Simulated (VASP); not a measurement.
# SiC (P6_3mc) in VASP: further runs, part 2 of 2

VASP 6.6.1. The steps go on from the part before.

### Step 3. Relaxation of the atoms, PBE (volume 12.183 Å^3 an atom, c/a of the conventional cell 1.6410)

File INCAR:

```
PREC = Accurate
ENCUT = 520
EDIFF = 1E-6
ISMEAR = 0
SIGMA = 0.05
LREAL = F
LASPH = T
NELM = 100
ALGO = Normal
ISIF = 2
LWAVE = F
LCHARG = F
GGA = PE
IBRION = 2
NSW = 50
EDIFFG = -0.01
```

File KPOINTS:

```
regular mesh
0
Gamma
  12 12 6
```

File POSCAR:

```
SiC
1.0
    3.2488437038      0.0000000000      0.0000000000
   -1.6244218519      2.8135811804      0.0000000000
    0.0000000000      0.0000000000      5.3312121657
Si C
2 2
Direct
    0.3333333333      0.6666666667      0.0045639005
    0.6666666667      0.3333333333      0.5045639005
    0.3333333333      0.6666666667      0.3804360995
    0.6666666667      0.3333333333      0.8804360995
```

Potentials or basis: VASP PAW PBE potentials, release 64 (Si, C).

Run with:

```
cat potpaw_PBE.64/Si/POTCAR potpaw_PBE.64/C/POTCAR > POTCAR
mpirun -np 1 vasp_std > vasp.out
```

Wall time 29 s (1 thread of Intel Xeon Platinum 8488C (Sapphire Rapids), shared host); peak memory 0.18 GiB.

Results (log left out):

```yaml
Free_energy: -29.5525 eV
Energy_gained_by_relaxing: 0.0 meV/atom
Ionic_steps: 2
Pressure_after_relaxing: -23.5 GPa
Largest_force_after_relaxing: 0.005 eV/Å
Band_gap_on_the_k_mesh: 2.52 eV, indirect (least direct gap 3.50 eV)
```

Forces in eV/Å, atoms in the order of the input:
```
Si   0.000  0.000  0.005
Si   0.000  0.000  0.005
C    0.000  0.000 -0.005
C    0.000  0.000 -0.005
```

Stress tensor (GPa, compression positive):
```
-23.68   0.00   0.00
  0.00 -23.68   0.00
  0.00   0.00 -23.15
```

Final structure:
```cif
data_structure
_symmetry_space_group_name_H-M 'P 1'
_symmetry_Int_Tables_number 1
_cell_length_a 3.2488
_cell_length_b 3.2488
_cell_length_c 5.3312
_cell_angle_alpha 90.000
_cell_angle_beta 90.000
_cell_angle_gamma 120.000
_cell_volume 48.73
loop_
_atom_site_label
_atom_site_type_symbol
_atom_site_fract_x
_atom_site_fract_y
_atom_site_fract_z
_atom_site_occupancy
Si1 Si 0.33333 0.66667 0.00436 1
Si2 Si 0.66667 0.33333 0.50436 1
C1 C 0.33333 0.66667 0.38064 1
C2 C 0.66667 0.33333 0.88064 1
```

Levels at points of the mesh, in eV from the valence-band top:
| k point | band 6 | band 7 | band 8 | band 9 | band 10 | band 11 |
| --- | --- | --- | --- | --- | --- | --- |
| (0.00, 0.00, 0.00) | -0.08 | 0.00 | 0.00 | 3.50 | 4.43 | 5.77 |
| (0.50, 0.00, 0.00) | -2.98 | -2.82 | -1.13 | 2.52 | 4.04 | 5.63 |
| (0.00, 0.00, 0.50) | -0.67 | -0.67 | -0.67 | 4.52 | 4.52 | 6.51 |
| (0.50, 0.00, 0.50) | -2.21 | -2.14 | -2.14 | 2.90 | 2.90 | 4.63 |

 A k mesh can miss the band edges.

### Step 4. Relaxation of the atoms, PBE (volume 12.183 Å^3 an atom, c/a of the conventional cell 1.7779)

File INCAR:

```
PREC = Accurate ; ENCUT = 520
EDIFF = 1E-6 ; ISMEAR = 0
SIGMA = 0.05 ; LREAL = F
LASPH = T ; NELM = 80
ALGO = Normal ; ISIF = 2
LWAVE = F ; LCHARG = F
GGA = PE ; IBRION = 2
NSW = 50 ; EDIFFG = -0.01
```

KPOINTS is that of step 3.

File POSCAR:

```
SiC
1.0
    3.1631910607      0.0000000000      0.0000000000
   -1.5815955303      2.7394038156      0.0000000000
    0.0000000000      0.0000000000      5.6238373868
Si C
2 2
Direct
    0.3333333333      0.6666666667      0.0045639005
    0.6666666667      0.3333333333      0.5045639005
    0.3333333333      0.6666666667      0.3804360995
    0.6666666667      0.3333333333      0.8804360995
```

Run with:

```
cat potpaw_PBE.64/Si/POTCAR potpaw_PBE.64/C/POTCAR > POTCAR
mpirun -np 1 vasp_std > vasp.out
```

Run time: 44 s. Hardware: 1 thread of Intel Xeon Platinum 8488C (Sapphire Rapids), shared host; peak memory 0.18 GiB.

Results (log left out):

| Quantity | Value |
| --- | --- |
| Free energy | -29.3376 eV |
| Energy gained by relaxing | 0.5 meV/atom |
| Ionic steps | 3 |
| Pressure after relaxing | -21.7 GPa |
| Band gap on the k mesh | 2.28 eV, indirect (least direct gap 3.19 eV) |

Stress tensor (GPa, compression positive):
```
-12.98   0.00   0.00
  0.00 -12.98   0.00
  0.00   0.00 -39.08
```

Step by step:
| step | energy change (eV) | largest force (eV/Å) | pressure (GPa) |
| --- | --- | --- | --- |
| 1 | 0.0000 | 0.1382 | -22.00 |
| 2 | -0.0020 | 0.0130 | -21.71 |
| 3 | -0.0020 | 0.0001 | -21.68 |

Final structure:
```cif
data_structure
_symmetry_space_group_name_H-M 'P 1'
_symmetry_Int_Tables_number 1
_cell_length_a 3.1632
_cell_length_b 3.1632
_cell_length_c 5.6238
_cell_angle_alpha 90.000
_cell_angle_beta 90.000
_cell_angle_gamma 120.000
_cell_volume 48.73
loop_
_atom_site_label
_atom_site_type_symbol
_atom_site_fract_x
_atom_site_fract_y
_atom_site_fract_z
_atom_site_occupancy
Si1 Si 0.33333 0.66667 0.00325 1
Si2 Si 0.66667 0.33333 0.50325 1
C1 C 0.33333 0.66667 0.38175 1
C2 C 0.66667 0.33333 0.88175 1
```

Levels at points of the mesh, in eV from the valence-band top:
```csv
k point,band 4,band 5,band 6,band 7,band 8,band 9,band 10,band 11,band 12
"(0.00, 0.00, 0.00)",-0.88,-0.88,-0.34,0.00,0.00,3.19,4.57,6.34,6.34
"(0.50, 0.00, 0.00)",-6.40,-4.65,-2.70,-2.68,-1.32,3.00,3.68,5.20,6.92
"(0.00, 0.00, 0.50)",-4.60,-0.47,-0.47,-0.47,-0.47,5.30,5.30,6.96,6.96
"(0.50, 0.00, 0.50)",-7.61,-2.36,-2.36,-2.10,-2.10,2.59,2.59,4.45,4.45
```

### Step 5. Relaxation of the atoms, PBE (volume 11.343 Å^3 an atom, c/a of the conventional cell 1.6410)

File INCAR:

```
PREC     = Accurate       # precision mode
ENCUT    = 520            # plane-wave cutoff, eV
EDIFF    = 1E-6           # SCF threshold, eV
ISMEAR   = 0              # smearing method
SIGMA    = 0.05           # smearing width, eV
LREAL    = F              # projectors in reciprocal space
LASPH    = T              # aspherical terms in the spheres
NELM     = 80             # most SCF steps
ALGO     = Normal         # electronic algorithm
ISIF     = 2              # what is computed and relaxed
LWAVE    = F              # write WAVECAR
LCHARG   = F              # write CHGCAR
GGA      = PE             # functional
IBRION   = 2              # ionic algorithm
NSW      = 50             # ionic steps
EDIFFG   = -0.01          # ionic threshold
```

KPOINTS is that of step 4.

File POSCAR:

```
SiC
1.0
    3.1723910404      0.0000000000      0.0000000000
   -1.5861955202      2.7473712317      0.0000000000
    0.0000000000      0.0000000000      5.2057566479
Si C
2 2
Direct
    0.3333333333      0.6666666667      0.0045639005
    0.6666666667      0.3333333333      0.5045639005
    0.3333333333      0.6666666667      0.3804360995
    0.6666666667      0.3333333333      0.8804360995
```

Run with:

```
cat potpaw_PBE.64/Si/POTCAR potpaw_PBE.64/C/POTCAR > POTCAR
mpirun -np 1 vasp_std > vasp.out
```

Wall time 63 s (1 thread of Oxide Virtual Turin-like, shared host); peak memory 0.14 GiB.

It converged, with:

```yaml
Free_energy: -29.9529 eV
Energy_gained_by_relaxing: 0.0 meV/atom
Ionic_steps: 2
Pressure_after_relaxing: -14.1 GPa
Largest_force_after_relaxing: 0.004 eV/Å
Band_gap_on_the_k_mesh: 2.44 eV, indirect (least direct gap 3.79 eV)
```

Forces on the atoms (eV/Å):
```
Si   0.000  0.000  0.004
Si   0.000  0.000  0.004
C    0.000  0.000 -0.004
C    0.000  0.000 -0.004
```

Stress tensor (GPa, compression positive):
```
-14.22   0.00   0.00
  0.00 -14.22   0.00
  0.00   0.00 -13.89
```

Final structure:
```cif
data_structure
_symmetry_space_group_name_H-M 'P 1'
_symmetry_Int_Tables_number 1
_cell_length_a 3.1724
_cell_length_b 3.1724
_cell_length_c 5.2058
_cell_angle_alpha 90.000
_cell_angle_beta 90.000
_cell_angle_gamma 120.000
_cell_volume 45.37
loop_
_atom_site_label
_atom_site_type_symbol
_atom_site_fract_x
_atom_site_fract_y
_atom_site_fract_z
_atom_site_occupancy
Si1 Si 0.33333 0.66667 0.00446 1
Si2 Si 0.66667 0.33333 0.50446 1
C1 C 0.33333 0.66667 0.38054 1
C2 C 0.66667 0.33333 0.88054 1
```

Levels at points of the mesh, in eV from the valence-band top:
```
           k point  band 4  band 5  band 6  band 7  band 8  band 9  band 10  band 11  band 12
(0.00, 0.00, 0.00)   -1.27   -1.27   -0.09    0.00    0.00    4.05     5.21     6.14     6.14
(0.50, 0.00, 0.00)   -6.08   -5.09   -3.13   -3.02   -1.16    2.63     4.13     6.17     6.79
(0.00, 0.00, 0.50)   -4.26   -0.69   -0.69   -0.69   -0.69    5.11     5.11     6.87     6.87
(0.50, 0.00, 0.50)   -7.85   -2.31   -2.31   -2.22   -2.22    3.08     3.08     4.88     4.88
```

 A k mesh can miss the band edges.

### Step 6. The runs side by side

```csv
cell,gap on the mesh (eV),pressure (GPa)
"atoms relaxed from a = 3.215, b = 3.215, c = 5.069 Å, angles 90.0, 90.0, 120.0°, 4 atoms",2.24,-14.0
"atoms relaxed from a = 3.249, b = 3.249, c = 5.331 Å, angles 90.0, 90.0, 120.0°, 4 atoms",2.52,-23.5
"atoms relaxed from a = 3.163, b = 3.163, c = 5.624 Å, angles 90.0, 90.0, 120.0°, 4 atoms",2.28,-21.7
"atoms relaxed from a = 3.172, b = 3.172, c = 5.206 Å, angles 90.0, 90.0, 120.0°, 4 atoms",2.44,-14.1
```

Alike in all rows: task relaxation of the atoms; level PBE; potentials or basis VASP PAW PBE potentials, release 64 (Si, C); no spin polarisation; k mesh 12 × 12 × 6; cutoff (eV) 520; smearing gaussian 0.05 eV.

Total energies depend on the potentials used, so only differences within one code and one set of settings carry meaning.
